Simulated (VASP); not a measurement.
The system is SiC.

```xyz
4
Lattice="3.1373 0.0825 0.0000 -1.4972 2.6758 0.0000 0.0000 0.0000 4.9327" Properties=species:S:1:pos:R:3 pbc="T T T"
Si    0.0539    1.8108    1.2332
Si    1.5862    0.9475    3.6995
C     1.6308    0.9449    1.2332
C     0.0093    1.8134    3.6995
```

This cell differs from its parent crystal: shear xy strain +5.3%.

Base run:

* Program: VASP 6.6.1
* Functional: PBE
* Potentials or basis: VASP PAW PBE potentials, release 64 (Si, C)
* Cutoff: 600 eV
* k mesh: 12 × 12 × 6
* Occupations: fermi-dirac, width 0.02 eV
* Spin: no spin polarisation

Its results: band gap on the k mesh zero (bands 8 and 9 overlap by 0.73 eV); pressure 3.7 GPa; largest force 0.042 eV/Å.

Question: The run is repeated on the same cell with these changes: functional from PBE to r2SCAN; cutoff from 600 eV to 660 eV. What comes out?

Answer: Band gap on the k mesh zero (bands 8 and 9 overlap by 0.52 eV); pressure -0.3 GPa; largest force 0.005 eV/Å.

Caveats: semilocal functionals underestimate gaps, and a narrow one can read as zero; the stress differs along the axes, from -0 to 7 GPa (at least some runs); the PAW data sets were made with another functional, which shifts forces and pressure a little (at least some runs).
